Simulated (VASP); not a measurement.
# SnO (Romarchite) (P4/nmm) in VASP: elastic constants with PBE

Aim: the elastic constants of SnO (Romarchite) with PBE.

Program: VASP 6.6.1. These are calculated values, not measurements. Logs are shortened: lines on timing, memory, paths and dates and some standing lists are left out, and cuts for length are marked.

**1. The cell of the first run**

It takes space group P4/nmm (No. 129, tetragonal). The conventional cell has a = 3.799 Å, b = 3.799 Å, c = 4.841 Å, α = 90.00°, β = 90.00°, γ = 90.00°. Sn (site symmetry 4mm) has 4 O at 2.22 Å within 2.9 Å. O (site symmetry -4m2) has 4 Sn at 2.22 Å and 4 O at 2.69 Å within 2.9 Å.

**2. Elastic constants, PBE**

INCAR reads:

```
SYSTEM = SnO
ALGO = Normal ; EDIFF = 1E-8
ENCUT = 600 ; GGA = PE
IBRION = 6 ; ISIF = 3
ISMEAR = -1 ; LASPH = .TRUE.
LCHARG = .TRUE. ; LREAL = .FALSE.
LWAVE = .FALSE. ; NBANDS = 28
NELM = 80 ; NFREE = 2
NSW = 1 ; POTIM = 0.015
PREC = Accurate ; SIGMA = 0.1
```

KPOINTS reads:

```
k-points
0
G
  6 6 6
  0 0 0
```

POSCAR reads:

```
SnO
1.0
    3.7986000000      0.0000000000      0.0000000000
    0.0000000000      3.7986000000      0.0000000000
    0.0000000000      0.0000000000      4.8408000000
Sn O
2 2
Direct
    0.5000000000      0.0000000000      0.2369000000
    1.0000000000      0.5000000000      0.7631000000
    1.0000000000      0.0000000000      0.0000000000
    0.5000000000      0.5000000000      0.0000000000
```

Potentials or basis: VASP PAW PBE potentials, release 64 (Sn_d, O).

The run is started by

```
$ cat potpaw_PBE.64/Sn_d/POTCAR potpaw_PBE.64/O/POTCAR > POTCAR
$ mpirun -np 1 vasp_std > vasp.out
```

OUTCAR:

```text
SYSTEM = SnO
   EDIFF = 1E-8
   ENCUT = 600
   GGA = PE
   IBRION = 6
   ISIF = 3
   ISMEAR = -1
   LASPH = .TRUE.
   LREAL = .FALSE.
   NELM = 80
   NFREE = 2
   NSW = 1
   POTIM = 0.015
   PREC = Accurate

 ion  position               nearest neighbor table
   1  0.500  0.000  0.237-   3 2.22   4 2.22   4 2.22   3 2.22   2 3.53   2 3.53   2 3.53   2 3.53
                             2 3.70   2 3.70   2 3.70   2 3.70
   2  0.000  0.500  0.763-   3 2.22   4 2.22   3 2.22   4 2.22   1 3.53   1 3.53   1 3.53   1 3.53
                             1 3.70   1 3.70   1 3.70   1 3.70
   3  0.000  0.000  0.000-   1 2.22   2 2.22   2 2.22   1 2.22
   4  0.500  0.500  0.000-   1 2.22   2 2.22   1 2.22   2 2.22

  LATTYP: Found a simple tetragonal cell.
 ALAT       =     3.7986000000
 C/A-ratio  =     1.2743642395

  Lattice vectors:

 A1 = (   3.7986000000,   0.0000000000,   0.0000000000)
 A2 = (   0.0000000000,   3.7986000000,   0.0000000000)
 A3 = (   0.0000000000,   0.0000000000,   4.8408000000)

Analysis of symmetry for initial positions (statically):
=====================================================================
 Subroutine PRICEL returns:
 Original cell was already a primitive cell.

 Routine SETGRP: Setting up the symmetry group for a
 simple tetragonal supercell.

 Subroutine GETGRP returns: Found 16 space group operations
 (whereof  8 operations were pure point group operations)
 out of a pool of 16 trial point group operations.

The static configuration has the point symmetry D_2d.
 The point group associated with its full space group is D_4h.

Analysis of symmetry for dynamics (positions and initial velocities):
=====================================================================
 Subroutine PRICEL returns:
 Original cell was already a primitive cell.

 Routine SETGRP: Setting up the symmetry group for a
 simple tetragonal supercell.

 Subroutine GETGRP returns: Found 16 space group operations
 (whereof  8 operations were pure point group operations)
 out of a pool of 16 trial point group operations.

The dynamic configuration has the point symmetry D_2d.
 The point group associated with its full space group is D_4h.

 Subroutine INISYM returns: Found 16 space group operations
 (whereof  8 operations are pure point group operations),
 and found     1 'primitive' translations

----------------------------------------------------------------------------------------

                                     Primitive cell

  volume of cell :      69.8497

  direct lattice vectors                    reciprocal lattice vectors
     3.798600000  0.000000000  0.000000000     0.263254883  0.000000000  0.000000000
     0.000000000  3.798600000  0.000000000     0.000000000  0.263254883  0.000000000
     0.000000000  0.000000000  4.840800000     0.000000000  0.000000000  0.206577425

  length of vectors
     3.798600000  3.798600000  4.840800000     0.263254883  0.263254883  0.206577425

  position of ions in fractional coordinates (direct lattice)
     0.500000000  0.000000000  0.236900000
     0.000000000  0.500000000  0.763100000
     0.000000000  0.000000000  0.000000000
     0.500000000  0.500000000  0.000000000

  ion indices of the primitive-cell ions
   primitive index   ion index
                 1           1
                 2           2
                 3           3
                 4           4

[... 113 lines left out ...]
 Free energy of the ion-electron system (eV)
  ---------------------------------------------------
  ext. energy  EPLUGINS =         0.00000000
  ---------------------------------------------------
  free energy    TOTEN  =       -22.66682543 eV

  energy without entropy =      -22.66125427  energy(sigma->0) =      -22.66403985

------------------------ aborting loop because EDIFF is reached ----------------------------------------

  FORCE on cell =-STRESS in cart. coord.  units (eV):
  Direction    XX          YY          ZZ          XY          YZ          ZX
  --------------------------------------------------------------------------------------
  -------------------------------------------------------------------------------------
  Total        2.3003319      2.3003319      1.8390980      0.0000000      0.0000000      0.0000000
  in kB       52.7638909     52.7638909     42.1843341      0.0000000      0.0000000      0.0000000
  external PRESSURE =      49.2373720 kB  Pullay stress =       0.0000000 kB
[... 95 lines left out ...]
  FREE ENERGIE OF THE ION-ELECTRON SYSTEM (eV)
  ---------------------------------------------------
  free  energy   TOTEN  =       -22.6235596053 eV

  energy  without entropy=      -22.6174393149  energy(sigma->0) =      -22.62049946

[... ionic steps 4 to 18 ...]

--------------------------------------- Ionic step       19  -------------------------------------------

 number of electron      40.0000021 magnetization

------------------------ aborting loop because EDIFF is reached ----------------------------------------
[... 71 lines left out ...]
--------------------------------------- Ionic step       21  -------------------------------------------

 number of electron      40.0000024 magnetization

 Free energy of the ion-electron system (eV)
  ---------------------------------------------------
  ext. energy  EPLUGINS =         0.00000000
  ---------------------------------------------------
  free energy    TOTEN  =       -22.66599349 eV

  energy without entropy =      -22.66041910  energy(sigma->0) =      -22.66320630

 E-fermi :   7.3510     XC(G=0): -10.2681

 val. band max:        7.3220295985   @ k =   0.5000   0.5000   0.0000
 cond. band min:       7.7234169249   @ k =   0.5000   0.5000   0.1667
 fundamental gap:      0.4013873264
 Fermi energy:         7.3510339194

 k-point     1 :       0.0000    0.0000    0.0000
  band No.  band energies     occupation
      1     -14.8321      2.00000
      2     -14.3759      2.00000
      3     -14.3752      2.00000
      4     -14.3726      2.00000
      5     -14.3288      2.00000
      6     -14.3217      2.00000
[... 733 lines left out ...]
     27      16.4252      0.00000
     28      16.4362      0.00000

 [... further k-points ...]
[... 5 lines left out ...]
  --------------------------------------------------------------------------------------
  -------------------------------------------------------------------------------------
  Total        2.1858175      2.4190644      1.8396015      0.0000000      0.0000000      0.0000000
  in kB       50.1372169     55.4873194     42.1958825      0.0000000      0.0000000      0.0000000
  external PRESSURE =      49.2734729 kB  Pullay stress =       0.0000000 kB
[... 19 lines left out ...]
  FREE ENERGIE OF THE ION-ELECTRON SYSTEM (eV)
  ---------------------------------------------------
  free  energy   TOTEN  =       -22.6659934912 eV

  energy  without entropy=      -22.6604191049  energy(sigma->0) =      -22.66320630

 INTERNAL STRAIN TENSORS FROM STRAINED CELLS
 ============================================

 INTERNAL STRAIN TENSOR FOR ION    1 for displacements in x,y,z  (eV/Angst):
          X           Y           Z          XY          YZ          ZX
  --------------------------------------------------------------------------------
  x     0.00000     0.00000     0.00000     0.00000     0.00000    -6.35012
  y     0.00000     0.00000    -0.00000     0.00000    -6.95882     0.00000
  z   -12.88465   -12.88161   -18.91078    -0.00092     0.00062     0.00059

 INTERNAL STRAIN TENSORS FROM DISPLACED ATOMS
 ============================================

 INTERNAL STRAIN TENSOR FOR ION    1 for displacements in x,y,z  (eV/Angst):
          X           Y           Z          XY          YZ          ZX
  --------------------------------------------------------------------------------
  x     0.00000     0.00000     0.00000     0.00000     0.00000    -6.35346
  y     0.00000     0.00000     0.00000     0.00000    -6.35349     0.00000
  z   -12.85438   -12.85438   -18.29563     0.00000     0.00000     0.00000

 INTERNAL STRAIN TENSOR FOR ION    4 for displacements in x,y,z  (eV/Angst):
          X           Y           Z          XY          YZ          ZX
  --------------------------------------------------------------------------------
  x     0.00000     0.00000     0.00000     0.00000     0.00000    -4.45794
  y     0.00000     0.00000     0.00000     0.00000     4.45797     0.00000
  z    -7.76838     7.76838     0.00000     0.00000     0.00000     0.00000

 Eigenvectors and eigenvalues of the dynamical matrix
 ----------------------------------------------------

   1 f  =   14.207614 THz    89.269068 2PiTHz  473.914974 cm-1    58.757942 meV
             X         Y         Z           dx          dy          dz
      1.899300  0.000000  1.146786    -0.030145    0.044676    0.000000
      0.000000  1.899300  3.694014     0.030145   -0.044676   -0.000000
      0.000000  0.000000  0.000000     0.394357    0.584447   -0.000000
      1.899300  1.899300  0.000000    -0.394357   -0.584447   -0.000000
[... 71 lines left out ...]
  12 f/i=    0.003121 THz     0.019611 2PiTHz    0.104112 cm-1     0.012908 meV
             X         Y         Z           dx          dy          dz
      1.899300  0.000000  1.146786    -0.516909    0.416295    0.000000
      0.000000  1.899300  3.694014    -0.516909    0.416295    0.000000
      0.000000  0.000000  0.000000    -0.189984    0.153004    0.000000
      1.899300  1.899300  0.000000    -0.189984    0.153004    0.000000

--------------------------------------------------------------------------------------------------------

 ELASTIC MODULI CONTR FROM IONIC RELAXATION (kBar)
 Direction    XX          YY          ZZ          XY          YZ          ZX
 --------------------------------------------------------------------------------
 XX        -766.0649    -13.6820   -554.9064      0.0000      0.0000      0.0000
 YY         -13.6820   -766.0649   -554.9064      0.0000      0.0000      0.0000
 ZZ        -554.9064   -554.9064   -789.7977      0.0000      0.0000      0.0000
 XY           0.0000      0.0000      0.0000      0.0000      0.0000      0.0000
 YZ           0.0000      0.0000      0.0000      0.0000   -294.4867     -0.0000
 ZX           0.0000      0.0000      0.0000      0.0000     -0.0000   -294.4836
 --------------------------------------------------------------------------------

 TOTAL ELASTIC MODULI (kBar)
 Direction    XX          YY          ZZ          XY          YZ          ZX
 --------------------------------------------------------------------------------
 XX         904.9898    881.7270    135.5838      0.0000      0.0000      0.0000
 YY         881.7270    904.9898    135.5838      0.0000      0.0000      0.0000
 ZZ         135.5838    135.5838    370.0824      0.0000      0.0000      0.0000
 XY           0.0000      0.0000      0.0000    832.3674      0.0000      0.0000
 YZ           0.0000      0.0000      0.0000      0.0000    278.1170     -0.0000
 ZX           0.0000      0.0000      0.0000      0.0000     -0.0000    278.1183
 --------------------------------------------------------------------------------
```

Run time: 15 min. Hardware: 1 thread of Intel Xeon 6975P-C (Granite Rapids), shared host; peak memory 0.4 GiB.

What came out:

```yaml
Voigt_bulk_modulus: 50 GPa
Highest_phonon_frequency_at_Γ_LO-TO_splitting_left_out: 474 cm⁻¹
```

Phonon frequencies in cm⁻¹ (negative: imaginary):
| q point | frequencies |
| --- | --- |
| (0.000, 0.000, 0.000) | 0 0 0 118 118 211 287 287 354 379 474 474 |

Elastic tensor in Voigt notation (GPa, in the Cartesian axes of the cell as first typed):
```
90 88 14  0  0  0
88 90 14  0  0  0
14 14 37  0  0  0
 0  0  0 28  0  0
 0  0  0  0 28  0
 0  0  0  0  0 83
```

Clamped-ion elastic tensor (GPa):
```
167  90  69   0   0   0
 90 167  69   0   0   0
 69  69 116   0   0   0
  0   0   0  57   0   0
  0   0   0   0  57   0
  0   0   0   0   0  83
```

Caveat: the cell is under stress, which shifts elastic constants; spin-orbit coupling is left out, which moves the levels of the heavy elements.
